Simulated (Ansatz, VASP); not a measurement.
## Br in VASP and in Ansatz

```
CELL_PARAMETERS angstrom
3.66347 0.00000 0.00000
-1.83174 3.17266 0.00000
0.00000 0.00000 5.94601
ATOMIC_POSITIONS crystal
Br 0.33333 0.66667 0.25000
Br 0.66667 0.33333 0.75000
```

Alike in both runs: task single point; functional r2SCAN; k mesh 6 × 6 × 4; occupations gaussian, width 0.1 eV; no spin polarisation.

|  | VASP | Ansatz |
| --- | --- | --- |
| version | VASP 6.6.1 | Ansatz 0.2.0 |
| potentials or method | VASP PAW PBE potentials, release 64 (Br), cutoff 520 eV | scalar-relativistic, plane waves, PAW |
| valence electrons in the cell | 14 | 14 |

Ansatz gave:

| Quantity | Value |
| --- | --- |
| gap on the k mesh at the Fermi level (eV) | none |
| pressure (GPa) | -4.1 |
| traceless stress, the component that is largest in VASP (GPa) | -0.07 |

Problem. Which values does VASP return?

Solution. gap on the k mesh at the Fermi level (eV): none; pressure (GPa): -4.2; traceless stress, the component that is largest in VASP (GPa): -0.07.

VASP's potentials were made for PBE, not for r2SCAN. A gap of «none» marks a metal or a gap that the smearing closes.
